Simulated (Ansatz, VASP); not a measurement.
# Re: VASP beside Ansatz

File POSCAR:

```
Re
1.0
    2.7422705826      0.0000000000      0.0000000000
   -1.3711352913      2.3748759886      0.0000000000
    0.0000000000      0.0000000000      4.4282782931
Re
2
Direct
    0.6666666667      0.3333333333      0.7500000000
    0.3333333333      0.6666666667      0.2500000000
```

Contents of INCAR.step1:

```
SYSTEM = Re
PREC     = Accurate       ! precision mode
ENCUT    = 520            ! plane-wave cutoff, eV
ISMEAR   = -1             ! smearing method
SIGMA    = 0.05           ! smearing width, eV
LREAL    = .FALSE.        ! projectors in reciprocal space
LASPH    = .TRUE.         ! aspherical terms in the spheres
NELM     = 80             ! most SCF steps
NBANDS   = 14             ! bands
GGA      = PE             ! functional
ALGO     = Normal         ! electronic algorithm
EDIFF    = 1E-4           ! SCF threshold, eV
LWAVE    = .TRUE.         ! write WAVECAR
LCHARG   = .FALSE.        ! write CHGCAR
```

INCAR.step2

```
SYSTEM = Re
PREC     = Accurate       ! precision mode
ENCUT    = 520            ! plane-wave cutoff, eV
EDIFF    = 1E-6           ! SCF threshold, eV
ISMEAR   = -1             ! smearing method
SIGMA    = 0.05           ! smearing width, eV
LREAL    = .FALSE.        ! projectors in reciprocal space
LASPH    = .TRUE.         ! aspherical terms in the spheres
NELM     = 80             ! most SCF steps
ALGO     = Normal         ! electronic algorithm
ISIF     = 2              ! what is computed and relaxed
LWAVE    = .FALSE.        ! write WAVECAR
LCHARG   = .TRUE.         ! write CHGCAR
METAGGA  = R2SCAN         ! meta-GGA
LMIXTAU  = .TRUE.       
LELF     = .TRUE.         ! ELF
LVHAR    = .TRUE.       
NBANDS   = 14             ! bands
ISTART   = 1
```

Contents of KPOINTS:

```
Automatic mesh
0
G
  11 11 6
  0 0 0
```

The input input.yaml:

```yaml
crystal:
  lattice:
    - [2.7422705826, 0.0, 0.0]
    - [-1.3711352913, 2.3748759886, 0.0]
    - [0.0, 0.0, 4.4282782931]
  atoms:
    - { symbol: Re, position: [0.6666666667, 0.3333333333, 0.75] }
    - { symbol: Re, position: [0.3333333333, 0.6666666667, 0.25] }
hamiltonian:
  xc: r2scan
  pseudopotentials: { kind: paw }
kpoints:
  mp_grid: { grid: [11, 11, 6] }
scf:
  occupations: { method: fermi_dirac, width: 0.05 }
output:
  forces: true
  stress: true
  eigenvalues: true
```

Alike in both runs: task single point; functional r2SCAN; k mesh 11 × 11 × 6; occupations fermi-dirac, width 0.05 eV; no spin polarisation.

```csv
,VASP,Ansatz
version,VASP 6.6.1,Ansatz 0.2.0
potentials or method,"VASP PAW PBE potentials, release 64 (Re)",Ansatz PAW
plane-wave cutoff (eV),520,500
valence electrons in the cell,14,30
```

```csv
,VASP,Ansatz,Ansatz less VASP
gap on the k mesh at the Fermi level (eV),none,none,-
pressure (GPa),7.9,7.7,-0.21
"traceless stress, the component that is largest in VASP (GPa)",0.58,0.68,+0.092
```

VASP's potentials were made for PBE, not for r2SCAN. A gap of «none» marks a metal or a gap that the smearing closes. The functional is the same, so the differences come from potentials, cutoffs and numerics. VASP's potentials hold 14 valence electrons a cell and Ansatz's 30, so a difference there can come from the potentials and not from the codes.

Spin-orbit coupling is off throughout.
